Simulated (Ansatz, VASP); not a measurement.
## One calculation of LiSb3, two programs

INCAR

```
SYSTEM = LiSb3
ALGO = Normal
EDIFF = 1E-6
EDIFFG = -0.01
ENCUT = 600
GGA = PE
IBRION = 2
ISIF = 3
ISMEAR = 0
LASPH = .True.
LCHARG = .False.
LREAL = .False.
LWAVE = .False.
NELM = 60
NSW = 100
PREC = Accurate
SIGMA = 0.1
```

KPOINTS

```
k-points
0
Gamma
  10 10 10
  0 0 0
```

POSCAR

```
LiSb3
1.0
    4.6810210000      0.0000000000      0.0000000000
    0.0000000000      4.6810210000      0.0000000000
    0.0000000000      0.0000000000      4.6810210000
Li Sb
1 3
Direct
    0.0000000000      0.0000000000      0.0000000000
    0.5000000000      0.0000000000      0.5000000000
    0.0000000000      0.5000000000      0.5000000000
    0.5000000000      0.5000000000      0.0000000000
```

Input for Ansatz:

```yaml
crystal:
  lattice:
    - [4.681021, 0.0, 0.0]
    - [0.0, 4.681021, 0.0]
    - [0.0, 0.0, 4.681021]
  atoms:
    - { symbol: Li, position: [0.0, 0.0, 0.0] }
    - { symbol: Sb, position: [0.5, 0.0, 0.5] }
    - { symbol: Sb, position: [0.0, 0.5, 0.5] }
    - { symbol: Sb, position: [0.5, 0.5, 0.0] }
basis:
  ecutwfc: 420
kpoints:
  mp_grid: { grid: [10, 10, 10] }
hamiltonian:
  xc: pbe
scf:
  occupations: { method: gaussian, width: 0.1 }
output:
  forces: true
  stress: true
  eigenvalues: true
  write_density: true
  write_potential: true
  elf: true
  volumetric_format: npy
relax:
  adjacent_minimum: "off"
  f_tol: 0.01
  max_steps: 80
  cell: { stress_tol: 0.05 }
```

Alike in both runs: task relaxation of cell and atoms; functional PBE; k mesh 10 × 10 × 10; occupations gaussian, width 0.1 eV; no spin polarisation.

```csv
,VASP,Ansatz
version,VASP 6.6.1,Ansatz 0.2.0
potentials or method,"VASP PAW PBE potentials, release 64 (Li_sv, Sb), cutoff 600 eV","scalar-relativistic, plane waves, PAW"
valence electrons in the cell,18,48
```

VASP gave:

| Item | Value |
| --- | --- |
| gap on the k mesh at the Fermi level, each at its own relaxed structure (eV) | none |
| relaxed volume (Å³/atom) | 25.68 |
| relaxed length of the cell vector where the two differ most in proportion (Å) | 4.683 |

Question: What did Ansatz give for the same quantities?

Answer: gap on the k mesh at the Fermi level, each at its own relaxed structure (eV): none; relaxed volume (Å³/atom): 25.71; relaxed length of the cell vector where the two differ most in proportion (Å): 4.685.

A gap of «none» marks a metal or a gap that the smearing closes. VASP's potentials hold 18 valence electrons a cell and Ansatz's 48, so a difference there can come from the potentials and not from the codes.

Neither program's run includes spin-orbit coupling. Noted on VASP's run: the cutoff is under 1.25 times that of the potentials, so the pressure is a little rough.
